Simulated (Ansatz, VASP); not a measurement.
# CuI: VASP beside Ansatz

```
Cu I
1.0
     0.00000    2.88047    3.12145
     3.12145    0.00000    3.12145
     3.12145    2.88047    0.00000
Cu I
1 1
Direct
  0.75000 0.75000 0.75000
  0.00000 0.00000 0.00000
```

Alike in both runs: task single point; functional PBE; k mesh 8 × 8 × 8; occupations gaussian, width 0.05 eV; no spin polarisation.

```csv
,VASP,Ansatz
version,VASP 6.6.1,Ansatz 0.2.0
potentials or method,"VASP PAW PBE potentials, release 64 (Cu, I), cutoff 520 eV","scalar-relativistic, plane waves, PAW"
valence electrons in the cell,18,36
```

VASP gave:

```
gap on the k mesh at the Fermi level (eV)                     : 1.05
least direct gap on the mesh (eV)                             : 1.05
pressure (GPa)                                                : 0.0
traceless stress, the component that is largest in VASP (GPa) : 0.83
```

Problem. What did Ansatz give for the same quantities?

Solution. gap on the k mesh at the Fermi level (eV): 1.03; least direct gap on the mesh (eV): 1.03; pressure (GPa): 0.0; traceless stress, the component that is largest in VASP (GPa): 0.84.

The functional is the same, so the differences come from potentials, cutoffs and numerics. VASP's potentials hold 18 valence electrons a cell and Ansatz's 36, so a difference there can come from the potentials and not from the codes.

Neither program's run includes spin-orbit coupling.
